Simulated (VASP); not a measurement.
Re, 3 atoms in the cell. It takes space group P6/mmm (No. 191, hexagonal). Conventional cell: a = 4.372 Å, b = 4.372 Å, c = 2.750 Å, α = 90.00°, β = 90.00°, γ = 120.00°. Within 3.6 Å of Re (site symmetry 6/mmm) lie 14 Re at 2.75 to 2.87 Å. Re (site symmetry -6m2) has 11 Re at 2.52 to 2.87 Å within 3.3 Å.  This cell differs from its parent crystal: volume scaled by 0.96.

* Program: VASP 6.6.1
* Task: single point
* Functional: BLYP
* Potentials or basis: VASP PAW PBE potentials, release 64 (Re)
* Cutoff: 520 eV
* k mesh: 9 × 9 × 13
* Occupations: fermi-dirac, width 0.1 eV
* Spin: no spin polarisation
* Dipole correction: no
* Further INCAR settings: ALGO = Normal; EDIFF = 1e-06; NBANDS = 18

Potentials or basis: VASP PAW PBE potentials, release 64 (Re).

Command:

```console
$ cat potpaw_PBE.64/Re/POTCAR > POTCAR
$ mpirun -np 1 vasp_std > vasp.out
```

Hardware: 1 thread of Intel(R) Xeon(R) Platinum 8559C (Emerald Rapids), with other jobs on the host.

Estimate the wall time of this run.

Run time: 43 s on 1 thread of Intel(R) Xeon(R) Platinum 8559C (Emerald Rapids) (shared host), peak memory 0.2 GiB. Counts: scf iterations 13, k points 84.
